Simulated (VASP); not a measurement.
A run of VASP 6.6.1 is set up as follows.

POSCAR

```
SnTe
1.0
    0.0000000000      3.6231432509      3.6231432509
    3.6231432509      0.0000000000      3.6231432509
    3.6231432509      3.6231432509      0.0000000000
Sn Te
1 1
Direct
    0.0000000000      0.0000000000      0.0000000000
    0.7500000000      0.7500000000      0.7500000000
```

The input INCAR.step1:

```
ALGO = Normal
EDIFF = 1E-4
ENCUT = 520
GGA = PE
ISMEAR = 1
LASPH = True
LCHARG = False
LREAL = False
LWAVE = True
NBANDS = 17
NELM = 60
PREC = Accurate
SIGMA = 0.02
```

INCAR.step2

```
ALGO = Normal
EDIFF = 1E-6
ENCUT = 520
ISIF = 2
ISMEAR = 1
ISTART = 1
LASPH = True
LCHARG = True
LELF = True
LMIXTAU = True
LREAL = False
LVHAR = True
LWAVE = False
METAGGA = R2SCAN
NBANDS = 17
NELM = 60
PREC = Accurate
SIGMA = 0.02
```

KPOINTS

```
k-points
0
Gamma
  6 6 6
```

Potentials or basis: VASP PAW PBE potentials, release 64 (Sn_d, Te).

Command:

```console
$ cat potpaw_PBE.64/Sn_d/POTCAR potpaw_PBE.64/Te/POTCAR > POTCAR
$ cp INCAR.step1 INCAR
$ mpirun -np 1 vasp_std > vasp.out
$ cp INCAR.step2 INCAR
$ mpirun -np 1 vasp_std > vasp.out
```

(1) Predict the pressure.

(2) Predict the band gap on the k mesh.

Answers

(1) -0.8 GPa.

(2) 0.38 eV, indirect (least direct gap 0.91 eV).

Caveat: the PAW data sets were made with another functional, which shifts forces and pressure a little; spin-orbit coupling is left out, which moves the levels of the heavy elements.
